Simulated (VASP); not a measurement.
# SnSe (zincblende type): single point with LDA

Crystal: SnSe (zincblende type).

```
Sn Se
1.0
     0.00000    3.22231    3.22231
     3.22231    0.00000    3.22231
     3.22231    3.22231    0.00000
Sn Se
1 1
Cartesian
  0.0000 0.0000 0.0000
  1.6112 1.6112 1.6112
```

This cell differs from its parent crystal: volume scaled by 0.94.

* Program: VASP 6.6.1
* Task: single point
* Functional: LDA
* Potentials or basis: VASP PAW LDA potentials, release 64 (Sn_d, Se)
* Cutoff: 520 eV
* k mesh: 11 × 11 × 11
* Occupations: fermi-dirac, width 0.08 eV
* Spin: no spin polarisation
* Dipole correction: no
* Further INCAR settings: ALGO = Normal; EDIFF = 1e-06; NBANDS = 17

| Property | Result |
| --- | --- |
| Pressure | 2.4 GPa |
| Band gap on the k mesh | zero (band 10 reaches 4.04 eV, above the bottom of band 11 at 3.60 eV) |

Levels at points of the mesh, in eV from the Fermi level:
| k point | band 6 | band 7 | band 8 | band 9 | band 10 | band 11 | band 12 | band 13 | band 14 | band 15 |
| --- | --- | --- | --- | --- | --- | --- | --- | --- | --- | --- |
| (0.00, 0.00, 0.00) | -14.03 | -5.07 | -2.62 | -2.62 | -2.62 | 1.42 | 1.42 | 1.42 | 4.78 | 7.53 |

Wall time 46 s on 1 thread of Intel Xeon 6975P-C, with other jobs on the host, peak memory 0.21 GiB.

Caveat: spin-orbit coupling is left out, which moves the levels of the heavy elements.
